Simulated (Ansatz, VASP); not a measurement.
# One calculation of Ta, two programs

```
Ta
1.0
    -1.66072    1.66072    1.66072
     1.66072   -1.66072    1.66072
     1.66072    1.66072   -1.66072
Ta
1
Direct
  0.00000 0.00000 0.00000
```

Alike in both runs: task single point; functional PBE; k mesh 13 × 13 × 13; occupations gaussian, width 0.3 eV; no spin polarisation.

|  | VASP | Ansatz |
| --- | --- | --- |
| version | VASP 6.6.1 | Ansatz 0.2.0 |
| potentials or method | VASP PAW PBE potentials, release 64 (Ta_pv), cutoff 520 eV | plane waves (420 eV) with PAW, scalar-relativistic |
| valence electrons in the cell | 11 | 13 |

Ansatz gave:

| Quantity | Value |
| --- | --- |
| pressure (GPa) | 0.0 |

Question: Estimate VASP's values.

Answer: Pressure (GPa): 0.1.

With one functional, cell and mesh, what is left measures potentials, basis and numerics. VASP's potentials hold 11 valence electrons a cell and Ansatz's 13, so a difference there can come from the potentials and not from the codes.

Neither program's run includes spin-orbit coupling.
